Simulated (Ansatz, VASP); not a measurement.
Al in VASP and in Ansatz

POSCAR

```
Al
1.0
    0.0000000000      1.9955211260      1.9955211260
    1.9955211260      0.0000000000      1.9955211260
    1.9955211260      1.9955211260      0.0000000000
Al
1
Direct
    0.0000000000      0.0000000000      0.0000000000
```

INCAR.step1

```
SYSTEM = Al
PREC = Accurate
ENCUT = 520
ISMEAR = 1
SIGMA = 0.1
LREAL = .False.
LASPH = .True.
NELM = 80
NBANDS = 8
GGA = PE
ALGO = Normal
EDIFF = 1E-4
LWAVE = .True.
LCHARG = .False.
```

The input INCAR.step2:

```
SYSTEM = Al
PREC = Accurate
ENCUT = 520
EDIFF = 1E-6
ISMEAR = 1
SIGMA = 0.1
LREAL = .False.
LASPH = .True.
NELM = 80
ALGO = Normal
ISIF = 2
LWAVE = .False.
LCHARG = .False.
METAGGA = R2SCAN
LMIXTAU = .True.
NBANDS = 8
ISTART = 1
```

File KPOINTS:

```
regular mesh
0
Gamma
  35 35 35
  0 0 0
```

Input for Ansatz:

```yaml
crystal:
  lattice:
    - [0.0, 1.995521126, 1.995521126]
    - [1.995521126, 0.0, 1.995521126]
    - [1.995521126, 1.995521126, 0.0]
  atoms:
    - { symbol: Al, position: [0.0, 0.0, 0.0] }
kpoints:
  mp_grid: { grid: [35, 35, 35] }
scf:
  occupations: { method: cold, width: 0.1 }
hamiltonian:
  xc: r2scan
  pseudopotentials: { kind: paw, azcp: { folder: soft_1 } }
output:
  forces: true
  stress: true
  populations: false
```

Alike in both runs: task single point; functional r2SCAN; k mesh 35 × 35 × 35; no spin polarisation.

```csv
,VASP,Ansatz
version,VASP 6.6.1,Ansatz 0.2.0
potentials or method,"VASP PAW PBE potentials, release 64 (Al)","plane-wave PAW, scalar-relativistic"
plane-wave cutoff (eV),520,500
occupations,"methfessel-paxton of order 1, width 0.1 eV","cold, width 0.1 eV"
valence electrons in the cell,3,3
```

|  | VASP | Ansatz | Ansatz less VASP |
| --- | --- | --- | --- |
| pressure (GPa) | -0.2 | 0.1 | +0.23 |

VASP's potentials were made for PBE, not for r2SCAN.
